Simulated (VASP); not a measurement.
Wanted: the native input for a VASP 6.6.1 run.

- Task: single point
- Functional: LDA
- Potentials or basis: VASP PAW LDA potentials, release 64 (Ga_d, Sb)
- Cutoff: 520 eV
- k mesh: 16 × 16 × 16
- Occupations: gaussian, width 0.15 eV
- Spin: no spin polarisation
- Dipole correction: no
- Further INCAR settings: ALGO = Normal; EDIFF = 1e-07; NBANDS = 16

The structure of GaSb lies in POSCAR:

```
GaSb
1.0
   -2.6454500000      2.6454500000      1.6156000000
    2.6454500000     -2.6454500000      1.6156000000
    2.6454500000      2.6454500000     -1.6156000000
Ga Sb
1 1
Direct
    0.2500000000      0.7500000000      0.5000000000
    0.0000000000      0.0000000000      0.0000000000
```

These files were run (other wordings do the same):

INCAR

```
PREC = Accurate
ENCUT = 520
EDIFF = 1E-7
ISMEAR = 0
SIGMA = 0.15
LREAL = F
LASPH = T
NELM = 80
ALGO = Normal
ISIF = 2
LWAVE = F
LCHARG = F
GGA = CA
NBANDS = 16
```

KPOINTS

```
regular mesh
0
Gamma
  16 16 16
```

Potentials or basis: VASP PAW LDA potentials, release 64 (Ga_d, Sb).

The run is started by

```bash
$ cat potpaw_LDA.64/Ga_d/POTCAR potpaw_LDA.64/Sb/POTCAR > POTCAR
$ mpirun -np 1 vasp_std > vasp.out
```

It gave:

| Property | Result |
| --- | --- |
| Pressure | -0.2 GPa |
| Band gap on the k mesh | zero (band 9 reaches 9.34 eV, above the bottom of band 10 at 3.98 eV) |

Caveat: spin-orbit coupling is left out, which moves the levels of the heavy elements.

It took 84 s on 1 thread of Intel(R) Xeon(R) 6975P-C (Granite Rapids) (shared host), peak memory 0.36 GiB.
